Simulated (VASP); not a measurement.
TiAl, 2 atoms in the cell. The structure is tetragonal, space group P4/mmm (No. 123). Conventional cell: a = 2.769 Å, b = 2.769 Å, c = 3.997 Å, α = 90.00°, β = 90.00°, γ = 90.00°. Ti (site symmetry 4/mmm) has 4 Ti at 2.77 Å and 8 Al at 2.80 Å within 3.6 Å. Al (site symmetry 4/mmm) has 4 Al at 2.77 Å and 8 Ti at 2.80 Å within 3.6 Å. 

* Program: VASP 6.6.1
* Task: vibrations by perturbation theory
* Functional: LDA
* Potentials or basis: VASP PAW LDA potentials, release 64 (Ti_sv, Al)
* Cutoff: 520 eV
* k mesh: 12 × 12 × 8
* Occupations: fermi-dirac, width 0.15 eV
* Spin: no spin polarisation
* Dipole correction: no
* Further INCAR settings: ALGO = Fast; EDIFF = 1e-08; NBANDS = 14; IBRION = 8; NSW = 1

Potentials or basis: VASP PAW LDA potentials, release 64 (Ti_sv, Al).

Run with:

```sh
$ cat potpaw_LDA.64/Ti_sv/POTCAR potpaw_LDA.64/Al/POTCAR > POTCAR
$ mpirun -np 1 vasp_std > vasp.out
```

Hardware: 1 thread of AMD EPYC 9R45 96-Core Processor (Zen 5) (shared host).

Q: Estimate the wall time of this run.

A: Run time: 8 min on 1 thread of AMD EPYC 9R45 96-Core Processor (Zen 5), on a shared host, peak memory 0.41 GiB. Counts: scf iterations 110, k points 140.
